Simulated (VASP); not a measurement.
# WC (P-6m2) in VASP: single point with LDA

Aim: the single point of WC with LDA.

Program: VASP 6.6.1. These are calculated values, not measurements. Logs are shortened: lines on timing, memory, paths and dates and some standing lists are left out, and cuts for length are marked.

## (1) The cell of the first run

It takes space group P-6m2 (No. 187, hexagonal). Conventional cell: a = 2.901 Å, b = 2.901 Å, c = 2.829 Å, α = 90.00°, β = 90.00°, γ = 120.00°. Within 2.9 Å of W (site symmetry -6m2) lie 6 C at 2.19 Å and 2 W at 2.83 Å. Within 2.9 Å of C (site symmetry -6m2) lie 6 W at 2.19 Å and 2 C at 2.83 Å.

## (2) Single point, LDA

INCAR

```
PREC = Accurate
ENCUT = 520
EDIFF = 1E-6
ISMEAR = 0
SIGMA = 0.1
LREAL = F
LASPH = T
NELM = 60
ALGO = Normal
ISIF = 2
LWAVE = F
LCHARG = F
NBANDS = 16
```

KPOINTS

```
Automatic mesh
0
Gamma
  9 9 6
```

POSCAR

```
WC
1.0
    2.9005014360      0.0000000000      0.0000000000
   -1.4502507180      2.5119079273      0.0000000000
    0.0000000000      0.0000000000      2.8290000000
W C
1 1
Direct
    0.0000000000      0.0000000000      0.0000000000
    0.6666666667      0.3333333333      0.5000000000
```

Potentials or basis: VASP PAW LDA potentials, release 64 (W_sv, C).

On the command line:

```bash
$ cat potpaw_LDA.64/W_sv/POTCAR potpaw_LDA.64/C/POTCAR > POTCAR
$ mpirun -np 1 vasp_std > vasp.out
```

OUTCAR:

```text
PREC = Accurate
   ENCUT = 520
   EDIFF = 1E-6
   ISMEAR = 0
   LREAL = F
   LASPH = T
   NELM = 60
   ISIF = 2

 ion  position               nearest neighbor table
   1  0.000  0.000  0.000-   2 2.19   2 2.19   2 2.19   2 2.19   2 2.19   2 2.19
   2  0.667  0.333  0.500-   1 2.19   1 2.19   1 2.19   1 2.19   1 2.19   1 2.19

  LATTYP: Found a hexagonal cell.
 ALAT       =     2.9005014360
 C/A-ratio  =     0.9753485949

  Lattice vectors:

 A1 = (   2.9005014360,   0.0000000000,   0.0000000000)
 A2 = (  -1.4502507180,   2.5119079273,   0.0000000000)
 A3 = (   0.0000000000,   0.0000000000,   2.8290000000)

Analysis of symmetry for initial positions (statically):
=====================================================================
 Subroutine PRICEL returns:
 Original cell was already a primitive cell.

 Routine SETGRP: Setting up the symmetry group for a
 hexagonal supercell.

 Subroutine GETGRP returns: Found 12 space group operations
 (whereof 12 operations were pure point group operations)
 out of a pool of 24 trial point group operations.

The static configuration has the point symmetry D_3h.

Analysis of symmetry for dynamics (positions and initial velocities):
=====================================================================
 Subroutine PRICEL returns:
 Original cell was already a primitive cell.

 Routine SETGRP: Setting up the symmetry group for a
 hexagonal supercell.

 Subroutine GETGRP returns: Found 12 space group operations
 (whereof 12 operations were pure point group operations)
 out of a pool of 24 trial point group operations.

The dynamic configuration has the point symmetry D_3h.

 Subroutine INISYM returns: Found 12 space group operations
 (whereof 12 operations are pure point group operations),
 and found     1 'primitive' translations

----------------------------------------------------------------------------------------

                                     Primitive cell

  volume of cell :      20.6115

  direct lattice vectors                    reciprocal lattice vectors
     2.900501436  0.000000000  0.000000000     0.344767973  0.199051882  0.000000000
    -1.450250718  2.511907927  0.000000000     0.000000000  0.398103764  0.000000000
     0.000000000  0.000000000  2.829000000     0.000000000  0.000000000  0.353481796

  length of vectors
     2.900501436  2.900501436  2.829000000     0.398103764  0.398103764  0.353481796

  position of ions in fractional coordinates (direct lattice)
     0.000000000  0.000000000  0.000000000
     0.666666667  0.333333333  0.500000000

  ion indices of the primitive-cell ions
   primitive index   ion index
                 1           1
                 2           2

----------------------------------------------------------------------------------------

 KPOINTS: Automatic mesh

Automatic generation of k-mesh.
 Grid dimensions read from file:
 generate k-points for:    9    9    6

 Generating k-lattice:

  Cartesian coordinates                     Fractional coordinates (reciprocal lattice)
     0.038307553  0.022116876  0.000000000     0.111111111  0.000000000  0.000000000
     0.000000000  0.044233752  0.000000000     0.000000000  0.111111111  0.000000000
     0.000000000  0.000000000  0.058913633     0.000000000  0.000000000  0.166666667

  Length of vectors
     0.044233752  0.044233752  0.058913633

  Shift w.r.t. Gamma in fractional coordinates (k-lattice)
     0.000000000  0.000000000  0.000000000

 Subroutine IBZKPT returns following result:
 ===========================================

 Found     48 irreducible k-points:

 Following reciprocal coordinates:
            Coordinates               Weight
  0.000000  0.000000  0.000000      1.000000
  0.111111  0.000000  0.000000      6.000000
  0.222222 -0.000000  0.000000      6.000000
  0.333333  0.000000  0.000000      6.000000
  0.444444 -0.000000  0.000000      6.000000
  0.111111  0.111111  0.000000      6.000000
[... 16 lines left out ...]
  0.333333  0.222222  0.166667     24.000000
  0.333333  0.333333  0.166667      4.000000
 [... further k-points ...]
   k-points           NKPTS =     48   k-points in BZ     NKDIM =     48   number of bands    NBANDS=     16
   number of dos      NEDOS =    301   number of ions     NIONS =      2
   total plane-waves  NPLWV =  13824
   dimension x,y,z NGX =    24 NGY =   24 NGZ =   24
   dimension x,y,z NGXF=    48 NGYF=   48 NGZF=   48
   ions per type =               1   1
   NGX,Y,Z   is equivalent  to a cutoff of  13.76, 13.76, 14.10 a.u.
   NGXF,Y,Z  is equivalent  to a cutoff of  27.51, 27.51, 28.21 a.u.
 SYSTEM =  unknown system
   PREC   = accura    normal or accurate (medium, high low for compatibility)
   ISTART =      0    job   : 0-new  1-cont  2-samecut
   ICHARG =      2    charge: 1-file 2-atom 10-const
   ISPIN  =      1    spin polarized calculation?
   LNONCOLLINEAR =      F non collinear calculations
   LSORBIT =      F    spin-orbit coupling
   LASPH  =      T    aspherical Exc in radial PAW
   ENCUT  =  520.0 eV  38.22 Ry    6.18 a.u.   5.39  5.39  5.26*2*pi/ulx,y,z
   NELM   =     60;   NELMIN=  2; NELMDL= -5     # of ELM steps
   EDIFF  = 0.1E-05   stopping-criterion for ELM
   LREAL  =      F    real-space projection
   EDIFFG = 0.1E-04   stopping-criterion for IOM
   NSW    =      0    number of steps for IOM
   IBRION =     -1    ionic relax: 0-MD 1-quasi-New 2-CG
   NFREE  =      0    steps in history (QN), initial steepest desc. (CG)
   ISIF   =      2    stress and relaxation
   ISYM   =      2    0-nonsym 1-usesym 2-fastsym
   POTIM  = 0.5000    time-step for ionic-motion
   TEBEG  =    0.0;   TEEND  =   0.0 temperature during run
   PSTRESS=    0.0 pullay stress
   NELECT =      18.0000    total number of electrons
   NUPDOWN=      -1.0000    fix difference up-down
   EMIN   =  10.00;   EMAX   =-10.00  energy-range for DOS
   EFERMI =   0.00;   METHOD = LEGACY
   ISMEAR =     0;   SIGMA  =   0.10  broadening in eV -4-tet -1-fermi 0-gaus
   EFERMI_NEDOS =   21; number of points for ismear=-14 and -15
   IALGO  =     38    algorithm
   IMIX   =      4    mixing-type and parameters
     AMIX     =   0.40;   BMIX     =  1.00
     AMIX_MAG =   1.60;   BMIX_MAG =  1.00
  volume/ion in A,a.u.               =      10.31        69.55
  Fermi-wavevector in a.u.,A,eV,Ry     =   1.564813  2.957068 33.315762  2.448639
  Thomas-Fermi vector in A             =   2.667381
   LORBIT       =      0    0 simple, 1 ext, 2 COOP (PROOUT), +10 PAW based schemes
   GGA     = CA    functional components
   LHFCALC =     F    Hartree Fock is set to
   AEXX    =    0.0000 exact exchange contribution
   IVDW    =     0    specifies the selected vdW correction
   LEPSILON=     F    determine dielectric tensor
   LRPA    =     F    only Hartree local field effects (RPA)
 non-spin polarized calculation
 Gauss-broadening in eV      SIGMA  =   0.10
  energy-cutoff  :      520.00
  volume of cell :       20.61
 maximum number of plane-waves:       580
 NGX is ok and might be reduce to    24
   NGX = 11   NGY = 11   NGZ = 11

 number of electron      18.0000001 magnetization

 Free energy of the ion-electron system (eV)
  ---------------------------------------------------
  ext. energy  EPLUGINS =         0.00000000
  ---------------------------------------------------
  free energy    TOTEN  =       -24.69021396 eV

  energy without entropy =      -24.68650017  energy(sigma->0) =      -24.68835707

 E-fermi :  11.1081     XC(G=0): -14.0156

 val. band max:       11.1039258955   @ k =   0.3333   0.2222   0.0000
 cond. band min:      11.1592354342   @ k =   0.4444  -0.0000   0.5000
 fundamental gap:      0.0553095387
 Fermi energy:        11.1080903001

 k-point     1 :       0.0000    0.0000    0.0000
  band No.  band energies     occupation
      1     -62.4347      2.00000
      2     -26.6860      2.00000
      3     -26.5679      2.00000
      4     -26.5679      2.00000
      5      -3.2488      2.00000
      6       6.7236      2.00000
[... 8 lines left out ...]
     15      25.5520      0.00000
     16      27.9096      0.00000

 k-point     2 :       0.1111    0.0000    0.0000
  band No.  band energies     occupation
      1     -62.4274      2.00000
      2     -26.6725      2.00000
      3     -26.6725      2.00000
      4     -26.5916      2.00000
      5      -2.9233      2.00000
      6       6.7308      2.00000
[... 8 lines left out ...]
     15      25.0146      0.00000
     16      28.5779      0.00000

 k-point     3 :       0.2222   -0.0000    0.0000
  band No.  band energies     occupation
      1     -62.4090      2.00000
      2     -26.9304      2.00000
      3     -26.6511      2.00000
      4     -26.6382      2.00000
      5      -2.0487      2.00000
      6       5.8328      2.00000
[... 8 lines left out ...]
     15      24.9639      0.00000
     16      29.4907      0.00000

 k-point     4 :       0.3333    0.0000    0.0000
  band No.  band energies     occupation
      1     -62.3881      2.00000
      2     -27.2126      2.00000
      3     -26.7178      2.00000
      4     -26.5988      2.00000
      5      -0.9108      2.00000
      6       4.8135      2.00000
[... 8 lines left out ...]
     15      26.0907      0.00000
     16      27.9008      0.00000
[... 324 lines left out ...]
 k-point    22 :       0.2222    0.2222    0.1667
  band No.  band energies     occupation
      1     -62.3683      2.00000
      2     -27.1996      2.00000
      3     -26.8402      2.00000
      4     -26.7683      2.00000
      5      -0.0589      2.00000
      6       5.1263      2.00000
[... 8 lines left out ...]
     15      25.0863      0.00000
     16      27.7198      0.00000

 k-point    23 :       0.3333    0.2222    0.1667
  band No.  band energies     occupation
      1     -62.3578      2.00000
      2     -27.2617      2.00000
      3     -26.9496      2.00000
      4     -26.7458      2.00000
      5       0.5600      2.00000
      6       4.8246      2.00000
[... 8 lines left out ...]
     15      24.8916      0.00000
     16      27.9508      0.00000

 k-point    24 :       0.3333    0.3333    0.1667
  band No.  band energies     occupation
      1     -62.3542      2.00000
      2     -27.1646      2.00000
      3     -27.1090      2.00000
      4     -26.7380      2.00000
      5       0.7967      2.00000
      6       5.5472      2.00000
[... 8 lines left out ...]
     15      26.0724      0.00000
     16      27.4332      0.00000

 [... further k-points ...]
[... 5 lines left out ...]
  --------------------------------------------------------------------------------------
  -------------------------------------------------------------------------------------
  Total       -0.4641965     -0.4641965     -0.8150975      0.0000000      0.0000000      0.0000000
  in kB      -36.0830074    -36.0830074    -63.3593012      0.0000000      0.0000000      0.0000000
  external PRESSURE =     -45.1751053 kB  Pullay stress =       0.0000000 kB

 VOLUME and BASIS-vectors are now :
 -----------------------------------------------------------------------------
  energy-cutoff  :      520.00
  volume of cell :       20.61
      direct lattice vectors                 reciprocal lattice vectors
     2.900501436  0.000000000  0.000000000     0.344767973  0.199051882  0.000000000
    -1.450250718  2.511907927  0.000000000     0.000000000  0.398103764  0.000000000
     0.000000000  0.000000000  2.829000000     0.000000000  0.000000000  0.353481796

 POSITION                                       TOTAL-FORCE (eV/Angst)
 -----------------------------------------------------------------------------------
      0.00000      0.00000      0.00000        -0.000000      0.000000      0.000000
      1.45025      0.83730      1.41450         0.000000     -0.000000      0.000000
 -----------------------------------------------------------------------------------
    total drift:                                0.000000     -0.000000      0.000000

  FREE ENERGIE OF THE ION-ELECTRON SYSTEM (eV)
  ---------------------------------------------------
  free  energy   TOTEN  =       -24.6902139577 eV

  energy  without entropy=      -24.6865001737  energy(sigma->0) =      -24.68835707
```

Run time: 4.8 s. Hardware: 1 thread of Intel Xeon 6975P-C (Granite Rapids), shared host; peak memory 0.13 GiB.

Results:

| Item | Value |
| --- | --- |
| Free energy | -24.6902 eV |
| Pressure | -4.5 GPa |
| Band gap on the k mesh | zero (band 9 reaches 11.66 eV, above the bottom of band 10 at 10.47 eV) |

Stress tensor (GPa, compression positive):
```
-3.61  0.00  0.00
 0.00 -3.61  0.00
 0.00  0.00 -6.34
```

Levels at points of the mesh, in eV from the Fermi level:
```tsv
k point	band 7	band 8	band 9	band 10	band 11	band 12
(0.00, 0.00, 0.00)	-3.39	-3.39	0.10	3.19	3.19	5.62
(0.00, 0.00, 0.50)	-2.07	-2.07	-0.64	-0.64	3.66	4.48
```

Caveat: the k points lie up to 0.37 Å⁻¹ apart; spin-orbit coupling is left out, which moves the levels of the heavy elements.
